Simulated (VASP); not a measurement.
# Cd3Ga2O (P3m1) in VASP: further runs

The runs below take Cd3Ga2O through relaxation of cell and atoms, single point, with PBE.

Program: VASP 6.6.1. These are calculated values, not measurements. Logs are shortened: lines on timing, memory, paths and dates and some standing lists are left out, and cuts for length are marked.

**1. The cell of the first run**

Symmetry: P3m1, No. 156, trigonal system. The conventional cell has a = 4.122 Å, b = 4.122 Å, c = 10.016 Å, α = 90.00°, β = 90.00°, γ = 120.00°. Within 3.3 Å of Cd (site symmetry 3m) lie 4 Ga at 2.54 Å. Cd (site symmetry 3m) has 3 O at 2.49 Å and 1 Ga at 2.55 Å within 3.3 Å. Within 3.2 Å of Cd (site symmetry 3m) lie 1 O at 2.45 Å and 3 Ga at 2.54 Å. Ga (site symmetry 3m) has 4 Cd at 2.54 Å within 3.3 Å. Ga (site symmetry 3m) has 4 Cd at 2.54 to 2.55 Å within 3.3 Å. O (site symmetry 3m) has 4 Cd at 2.45 to 2.49 Å within 3.2 Å.

The cell was built from a structure type or drawn by symmetry, and may not be a known phase.

**2. Relaxation of cell and atoms, PBE**

The input, INCAR:

```
SYSTEM = Cd3Ga2O
PREC     = Accurate       ! precision mode
ENCUT    = 600            ! plane-wave cutoff, eV
EDIFF    = 1E-7           ! SCF threshold, eV
ISMEAR   = 0              ! smearing method
SIGMA    = 0.1            ! smearing width, eV
LREAL    = .FALSE.        ! projectors in reciprocal space
LASPH    = .TRUE.         ! aspherical terms in the spheres
NELM     = 80             ! most SCF steps
ALGO     = Normal         ! electronic algorithm
ISIF     = 3              ! what is computed and relaxed
LWAVE    = .FALSE.        ! write WAVECAR
LCHARG   = .FALSE.        ! write CHGCAR
GGA      = PE             ! functional
IBRION   = 2              ! ionic algorithm
NSW      = 90             ! ionic steps
EDIFFG   = -0.04          ! ionic threshold
```

The input, KPOINTS:

```
Automatic mesh
0
G
  6 6 2
  0 0 0
```

The input, POSCAR:

```
Cd3Ga2O
1.0
    4.1215783500      0.0000000000      0.0000000000
   -2.0607891800      3.5693915600      0.0000000000
    0.0000000000      0.0000000000     10.0163942200
Cd Ga O
3 2 1
Direct
    0.0000000000      0.0000000000      0.2503703200
    0.6666666700      0.3333333300      0.5920876900
    0.3333333300      0.6666666700      0.9089298200
    0.0000000000      0.0000000000      0.9968616400
    0.6666666700      0.3333333300      0.3376419500
    0.3333333300      0.6666666700      0.6641085700
```

Potentials or basis: VASP PAW PBE potentials, release 64 (Cd, Ga_d, O).

Command:

```console
cat potpaw_PBE.64/Cd/POTCAR potpaw_PBE.64/Ga_d/POTCAR potpaw_PBE.64/O/POTCAR > POTCAR
mpirun -np 1 vasp_std > vasp.out
```

OUTCAR:

```text
SYSTEM = Cd3Ga2O
   PREC = Accurate
   ENCUT = 600
   EDIFF = 1E-7
   ISMEAR = 0
   LREAL = .FALSE.
   LASPH = .TRUE.
   NELM = 80
   ISIF = 3
   GGA = PE
   IBRION = 2
   NSW = 90
   EDIFFG = -0.04

 ion  position               nearest neighbor table
   1  0.000  0.000  0.250-   5 2.54   5 2.54   5 2.54   4 2.54
   2  0.667  0.333  0.592-   6 2.49   6 2.49   6 2.49   5 2.55
   3  0.333  0.667  0.909-   6 2.45   4 2.54   4 2.54   4 2.54
   4  0.000  0.000  0.997-   3 2.54   3 2.54   3 2.54   1 2.54
   5  0.667  0.333  0.338-   1 2.54   1 2.54   1 2.54   2 2.55
   6  0.333  0.667  0.664-   3 2.45   2 2.49   2 2.49   2 2.49

  LATTYP: Found a hexagonal cell.
 ALAT       =     4.1215783500
 C/A-ratio  =     2.4302326365

  Lattice vectors:

 A1 = (   4.1215783500,   0.0000000000,   0.0000000000)
 A2 = (  -2.0607891800,   3.5693915600,   0.0000000000)
 A3 = (   0.0000000000,   0.0000000000,  10.0163942200)

Analysis of symmetry for initial positions (statically):
=====================================================================
 Subroutine PRICEL returns:
 Original cell was already a primitive cell.

 Routine SETGRP: Setting up the symmetry group for a
 hexagonal supercell.

 Subroutine GETGRP returns: Found  6 space group operations
 (whereof  6 operations were pure point group operations)
 out of a pool of 24 trial point group operations.

The static configuration has the point symmetry C_3v.

Analysis of symmetry for dynamics (positions and initial velocities):
=====================================================================
 Subroutine PRICEL returns:
 Original cell was already a primitive cell.

 Routine SETGRP: Setting up the symmetry group for a
 hexagonal supercell.

 Subroutine GETGRP returns: Found  6 space group operations
 (whereof  6 operations were pure point group operations)
 out of a pool of 24 trial point group operations.

The dynamic configuration has the point symmetry C_3v.

 Subroutine INISYM returns: Found  6 space group operations
 (whereof  6 operations are pure point group operations),
 and found     1 'primitive' translations

----------------------------------------------------------------------------------------

                                     Primitive cell

  volume of cell :     147.3565

  direct lattice vectors                    reciprocal lattice vectors
     4.121578350  0.000000000  0.000000000     0.242625498  0.140079897  0.000000000
    -2.060789180  3.569391560  0.000000000     0.000000000  0.280159793  0.000000000
     0.000000000  0.000000000 10.016394220     0.000000000  0.000000000  0.099836326

  length of vectors
     4.121578350  4.121578357 10.016394220     0.280159793  0.280159793  0.099836326

  position of ions in fractional coordinates (direct lattice)
     0.000000000  0.000000000  0.250370320
     0.666666670  0.333333330  0.592087690
     0.333333330  0.666666670  0.908929820
     0.000000000  0.000000000  0.996861640
     0.666666670  0.333333330  0.337641950
     0.333333330  0.666666670  0.664108570

  ion indices of the primitive-cell ions
   primitive index   ion index
                 1           1
                 2           2
                 3           3
                 4           4
                 5           5
                 6           6

----------------------------------------------------------------------------------------

 KPOINTS: Automatic mesh

Automatic generation of k-mesh.
 Grid dimensions read from file:
 generate k-points for:    6    6    2

 Generating k-lattice:

  Cartesian coordinates                     Fractional coordinates (reciprocal lattice)
     0.040437583  0.023346649  0.000000000     0.166666667  0.000000000  0.000000000
     0.000000000  0.046693299  0.000000000     0.000000000  0.166666667  0.000000000
     0.000000000  0.000000000  0.049918163     0.000000000  0.000000000  0.500000000

  Length of vectors
     0.046693299  0.046693299  0.049918163

  Shift w.r.t. Gamma in fractional coordinates (k-lattice)
     0.000000000  0.000000000  0.000000000

 Subroutine IBZKPT returns following result:
 ===========================================

 Found     14 irreducible k-points:

 Following reciprocal coordinates:
            Coordinates               Weight
  0.000000  0.000000  0.000000      1.000000
  0.166667 -0.000000  0.000000      6.000000
  0.333333 -0.000000  0.000000      6.000000
  0.500000  0.000000  0.000000      3.000000
  0.166667  0.166667  0.000000      6.000000
  0.333333  0.166667  0.000000     12.000000
  0.333333  0.333333  0.000000      2.000000
  0.000000  0.000000  0.500000      1.000000
  0.166667 -0.000000  0.500000      6.000000
  0.333333 -0.000000  0.500000      6.000000
  0.500000  0.000000  0.500000      3.000000
  0.166667  0.166667  0.500000      6.000000
  0.333333  0.166667  0.500000     12.000000
  0.333333  0.333333  0.500000      2.000000
   k-points           NKPTS =     14   k-points in BZ     NKDIM =     14   number of bands    NBANDS=     40
   number of dos      NEDOS =    301   number of ions     NIONS =      6
   total plane-waves  NPLWV = 103680
   dimension x,y,z NGX =    36 NGY =   36 NGZ =   80
   dimension x,y,z NGXF=    72 NGYF=   72 NGZF=  160
   ions per type =               3   2   1
   NGX,Y,Z   is equivalent  to a cutoff of  14.52, 14.52, 13.28 a.u.
   NGXF,Y,Z  is equivalent  to a cutoff of  29.04, 29.04, 26.56 a.u.
 SYSTEM =  Cd3Ga2O
   PREC   = accura    normal or accurate (medium, high low for compatibility)
   ISTART =      0    job   : 0-new  1-cont  2-samecut
   ICHARG =      2    charge: 1-file 2-atom 10-const
   ISPIN  =      1    spin polarized calculation?
   LNONCOLLINEAR =      F non collinear calculations
   LSORBIT =      F    spin-orbit coupling
   LASPH  =      T    aspherical Exc in radial PAW
   ENCUT  =  600.0 eV  44.10 Ry    6.64 a.u.   8.23  8.23 20.01*2*pi/ulx,y,z
   NELM   =     80;   NELMIN=  2; NELMDL= -5     # of ELM steps
   EDIFF  = 0.1E-06   stopping-criterion for ELM
   LREAL  =      F    real-space projection
   EDIFFG = -.4E-01   stopping-criterion for IOM
   NSW    =     90    number of steps for IOM
   IBRION =      2    ionic relax: 0-MD 1-quasi-New 2-CG
   NFREE  =      1    steps in history (QN), initial steepest desc. (CG)
   ISIF   =      3    stress and relaxation
   ISYM   =      2    0-nonsym 1-usesym 2-fastsym
   POTIM  = 0.5000    time-step for ionic-motion
   TEBEG  =    0.0;   TEEND  =   0.0 temperature during run
   PSTRESS=    0.0 pullay stress
   NELECT =      68.0000    total number of electrons
   NUPDOWN=      -1.0000    fix difference up-down
   EMIN   =  10.00;   EMAX   =-10.00  energy-range for DOS
   EFERMI =   0.00;   METHOD = LEGACY
   ISMEAR =     0;   SIGMA  =   0.10  broadening in eV -4-tet -1-fermi 0-gaus
   EFERMI_NEDOS =   21; number of points for ismear=-14 and -15
   IALGO  =     38    algorithm
   IMIX   =      4    mixing-type and parameters
     AMIX     =   0.40;   BMIX     =  1.00
     AMIX_MAG =   1.60;   BMIX_MAG =  1.00
  volume/ion in A,a.u.               =      24.56       165.74
  Fermi-wavevector in a.u.,A,eV,Ry     =   1.265090  2.390673 21.775480  1.600453
  Thomas-Fermi vector in A             =   2.398361
   LORBIT       =      0    0 simple, 1 ext, 2 COOP (PROOUT), +10 PAW based schemes
   GGA     = PE    functional components
   LHFCALC =     F    Hartree Fock is set to
   AEXX    =    0.0000 exact exchange contribution
   IVDW    =     0    specifies the selected vdW correction
   LEPSILON=     F    determine dielectric tensor
   LRPA    =     F    only Hartree local field effects (RPA)
 conjugate gradient relaxation of ions
 non-spin polarized calculation
 Gauss-broadening in eV      SIGMA  =   0.10
  energy-cutoff  :      600.00
  volume of cell :      147.36
 maximum number of plane-waves:      4940
 NGX is ok and might be reduce to    36
   NGX = 17   NGY = 17   NGZ = 41

--------------------------------------- Ionic step        1  -------------------------------------------

 number of electron      67.9999987 magnetization

 Free energy of the ion-electron system (eV)
  ---------------------------------------------------
  ext. energy  EPLUGINS =         0.00000000
  ---------------------------------------------------
  free energy    TOTEN  =       -12.00759134 eV

  energy without entropy =      -11.99525834  energy(sigma->0) =      -12.00142484

------------------------ aborting loop because EDIFF is reached ----------------------------------------

  FORCE on cell =-STRESS in cart. coord.  units (eV):
  Direction    XX          YY          ZZ          XY          YZ          ZX
  --------------------------------------------------------------------------------------
  -------------------------------------------------------------------------------------
  Total        1.0443936      1.0443936      2.3954742     -0.0000000      0.0000000     -0.0000000
  in kB       11.3554837     11.3554837     26.0455133     -0.0000000      0.0000000     -0.0000000
  external PRESSURE =      16.2521602 kB  Pullay stress =       0.0000000 kB
[... 101 lines left out ...]
  FREE ENERGIE OF THE ION-ELECTRON SYSTEM (eV)
  ---------------------------------------------------
  free  energy   TOTEN  =       -12.5557708953 eV

  energy  without entropy=      -12.5400336106  energy(sigma->0) =      -12.54790225

 E-fermi :   2.1803     XC(G=0):  -9.8422

 val. band max:        2.1395126589   @ k =   0.3333   0.1667   0.0000
 cond. band min:       2.1891573891   @ k =   0.3333   0.3333   0.5000
 fundamental gap:      0.0496447302
 Fermi energy:         2.1802695591

 k-point     1 :       0.0000    0.0000    0.0000
  band No.  band energies     occupation
      1     -15.9030      2.00000
      2     -12.7694      2.00000
      3     -12.7694      2.00000
      4     -12.7309      2.00000
      5     -12.7005      2.00000
      6     -12.7005      2.00000
[... 591 lines left out ...]
     39       5.2574      0.00000
     40       5.5472      0.00000

[... ionic steps 4 to 26 ...]

--------------------------------------- Ionic step       27  -------------------------------------------

 number of electron      68.0000018 magnetization

------------------------ aborting loop because EDIFF is reached ----------------------------------------

  FORCE on cell =-STRESS in cart. coord.  units (eV):
  Direction    XX          YY          ZZ          XY          YZ          ZX
  --------------------------------------------------------------------------------------
  -------------------------------------------------------------------------------------
  Total        0.0153994      0.0153994      0.0711796     -0.0000000      0.0000000     -0.0000000
  in kB        0.1933758      0.1933758      0.8938257     -0.0000000      0.0000000     -0.0000000
  external PRESSURE =       0.4268591 kB  Pullay stress =       0.0000000 kB
[... 65 lines left out ...]
  energy  without entropy=      -14.3008494387  energy(sigma->0) =      -14.30976850

--------------------------------------- Ionic step       29  -------------------------------------------

 number of electron      68.0000016 magnetization

 Free energy of the ion-electron system (eV)
  ---------------------------------------------------
  ext. energy  EPLUGINS =         0.00000000
  ---------------------------------------------------
  free energy    TOTEN  =       -14.31888605 eV

  energy without entropy =      -14.30103497  energy(sigma->0) =      -14.30996051

 E-fermi :   2.4856     XC(G=0): -10.1699

 val. band max:        2.3071959915   @ k =   0.3333  -0.0000   0.0000
 cond. band min:       2.4923148371   @ k =   0.3333   0.1667   0.0000
 fundamental gap:      0.1851188456
 Fermi energy:         2.4856442113

 k-point     1 :       0.0000    0.0000    0.0000
  band No.  band energies     occupation
      1     -15.4758      2.00000
      2     -12.3693      2.00000
      3     -12.3693      2.00000
      4     -12.3662      2.00000
      5     -12.3050      2.00000
      6     -12.3050      2.00000
[... 624 lines left out ...]
  FREE ENERGIE OF THE ION-ELECTRON SYSTEM (eV)
  ---------------------------------------------------
  free  energy   TOTEN  =       -14.3188860546 eV

  energy  without entropy=      -14.3010349661  energy(sigma->0) =      -14.30996051

 reached required accuracy - stopping structural energy minimisation
```

It took 55 min on 1 thread of Oxide Virtual Turin-like, shared host; peak memory 0.35 GiB.

What came out:

| Quantity | Value |
| --- | --- |
| Free energy | -14.3189 eV |
| Relaxed volume | 21.27 Å³/atom |
| Relaxed cell | a = 3.410 Å, b = 3.410 Å, c = 12.673 Å, α = 90.00°, β = 90.00°, γ = 120.00° |
| Space group after relaxing (to 0.1 Å) | P3m1 (No. 156) |
| Energy gained by relaxing | 385.2 meV/atom |
| Ionic steps | 29 |
| Pressure after relaxing | 0.0 GPa |
| Largest force after relaxing | 0.037 eV/Å |
| Band gap on the k mesh | zero (bands 34 and 35 overlap by 2.15 eV) |

Forces in eV/Å, atoms in the order of the input:
```
Cd   0.000  0.000  0.037
Cd   0.000  0.000 -0.019
Cd   0.000  0.000 -0.017
Ga   0.000  0.000  0.002
Ga   0.000  0.000  0.003
O    0.000  0.000 -0.007
```

Step by step:
```
step  energy change (eV)  largest force (eV/Å)  pressure (GPa)  volume (Å³)
   1              0.0000                2.0782            1.63       147.36
   2             -0.3145                1.7134           -0.27       152.73
   3             -0.5482                0.8666           -2.21       161.97
   4             -0.7534                0.9328           -0.27       153.76
   5             -0.7715                1.0805            0.63       150.95
   6             -0.9315                1.2834            1.05       147.87
   7             -1.3567                1.9360            2.94       137.98
   8              0.3930                2.4425           19.19       115.91
   9             -1.5032                1.6254            3.94       134.51
  10             -1.5000                1.4144            5.19       131.43
  11             -1.6041                1.4354            4.28       132.51
  12             -1.6256                1.4499            3.74       133.33
  13             -1.7325                1.3080            2.38       135.89
  14             -1.8851                0.8525           -0.85       143.71
  15             -1.8888                0.7773           -1.27       144.99
  16             -1.9279                0.7481           -1.16       144.01
  17             -2.0259                0.5701           -0.81       141.10
  18             -2.0874                0.6606            0.01       135.40
  19             -2.0918                0.4163           -0.24       136.84
  20             -2.1474                0.3932           -0.30       135.37
  21             -2.2262                0.6746           -0.42       131.05
  22             -2.2799                0.4338           -0.13       129.36
  23             -2.3064                0.2278            0.20       127.43
  24             -2.3068                0.1983            0.26       127.13
  25             -2.3102                0.0823           -0.06       127.75
  26             -2.3105                0.0715           -0.19       127.99
  27             -2.3111                0.0526            0.04       127.59
  28             -2.3111                0.0505            0.03       127.61
  29             -2.3113                0.0373            0.02       127.62
```

Final structure:
```
Cd Ga O
1.0
     3.40992    0.00000    0.00000
    -1.70496    2.95308    0.00000
     0.00000    0.00000   12.67315
Cd Ga O
3 2 1
Direct
  0.00000 0.00000 0.22176
  0.66667 0.33333 0.59873
  0.33333 0.66667 0.84986
  0.00000 0.00000 0.01266
  0.66667 0.33333 0.38700
  0.33333 0.66667 0.67999
```

Caveat: a cell axis changed by over 15 % at a fixed basis, so the end point is rough.

**3. Single point, PBE**

This run uses another cell than the first one, of 21.14 Å³/atom.

The input, INCAR:

```
PREC = Accurate
ENCUT = 520
EDIFF = 1E-6
ISMEAR = 0
SIGMA = 0.1
LREAL = F
LASPH = T
NELM = 60
ALGO = Normal
ISIF = 2
LWAVE = F
LCHARG = F
GGA = PE
NBANDS = 43
```

The input, KPOINTS:

```
regular mesh
0
Gamma
  12 12 4
```

The input, POSCAR:

```
Cd3Ga2O
1.0
    3.3893904938      0.0000000000      0.0000000000
   -1.6946952469      2.9352982709      0.0000000000
    0.0000000000      0.0000000000     12.7521634576
Cd Ga O
3 2 1
Direct
    0.0000000000      0.0000000000      0.2212549104
    0.6666666667      0.3333333333      0.5985103877
    0.3333333333      0.6666666667      0.8482946946
    0.0000000000      0.0000000000      0.0121792118
    0.6666666667      0.3333333333      0.3894920965
    0.3333333333      0.6666666667      0.6802686891
```

Potentials or basis: VASP PAW PBE potentials, release 64 (Cd, Ga_d, O).

Command:

```console
cat potpaw_PBE.64/Cd/POTCAR potpaw_PBE.64/Ga_d/POTCAR potpaw_PBE.64/O/POTCAR > POTCAR
mpirun -np 1 vasp_std > vasp.out
```

Run time: 9.9 min. Hardware: 1 thread of Oxide Virtual Turin-like, shared host; peak memory 0.44 GiB.

It converged, with:

```yaml
Free_energy: -14.2305 eV
Pressure: 0.5 GPa
Largest_force: 0.098 eV/Å
Band_gap_on_the_k_mesh: zero (bands 34 and 35 overlap by 2.11 eV)
```

Forces on the atoms (eV/Å):
```
Cd   0.000  0.000  0.001
Cd   0.000  0.000 -0.093
Cd   0.000  0.000  0.098
Ga   0.000  0.000  0.002
Ga   0.000  0.000 -0.001
O    0.000  0.000 -0.007
```

Stress tensor (GPa, compression positive):
```
0.41 0.00 0.00
0.00 0.41 0.00
0.00 0.00 0.64
```

Levels at points of the mesh, in eV from the Fermi level:
```tsv
k point	band 30	band 31	band 32	band 33	band 34	band 35	band 36	band 37	band 38	band 39
(0.00, 0.00, 0.00)	-5.09	-1.79	-1.51	-1.51	-1.21	2.89	3.29	7.01	7.01	7.33
(0.50, 0.00, 0.00)	-3.50	-2.85	-2.38	-2.15	-0.87	-0.68	1.08	2.77	3.26	3.61
(0.00, 0.00, 0.50)	-3.62	-3.48	-1.51	-1.51	0.64	0.82	5.41	5.95	7.02	7.02
(0.50, 0.00, 0.50)	-3.43	-2.67	-2.60	-2.15	-1.21	-0.31	1.56	1.90	2.96	3.98
```
